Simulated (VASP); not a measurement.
Te, 1 atom in the cell. It takes space group Im-3m (No. 229, cubic). The conventional cell has a = 3.849 Å, b = 3.849 Å, c = 3.849 Å, α = 90.00°, β = 90.00°, γ = 90.00°. Te (site symmetry m-3m) has 14 Te at 3.33 to 3.85 Å within 4.4 Å. 

- Program: VASP 6.6.1
- Task: single point
- Functional: PBE
- Potentials or basis: VASP PAW PBE potentials, release 64 (Te)
- Cutoff: 520 eV
- k mesh: 11 × 11 × 11
- Occupations: fermi-dirac, width 0.1 eV
- Spin: no spin polarisation
- Dipole correction: no
- Further INCAR settings: ALGO = Normal; EDIFF = 1e-06; NBANDS = 9

Potentials or basis: VASP PAW PBE potentials, release 64 (Te).

Run with:

```bash
$ cat potpaw_PBE.64/Te/POTCAR > POTCAR
$ mpirun -np 1 vasp_std > vasp.out
```

Hardware: 1 thread of Intel Xeon 6975P-C, with other jobs on the host.

Problem. How long does it take, and how much memory?

Solution. It took 26 s on 1 thread of Intel Xeon 6975P-C (shared host), peak memory 0.16 GiB. Counts: scf iterations 11, k points 56.
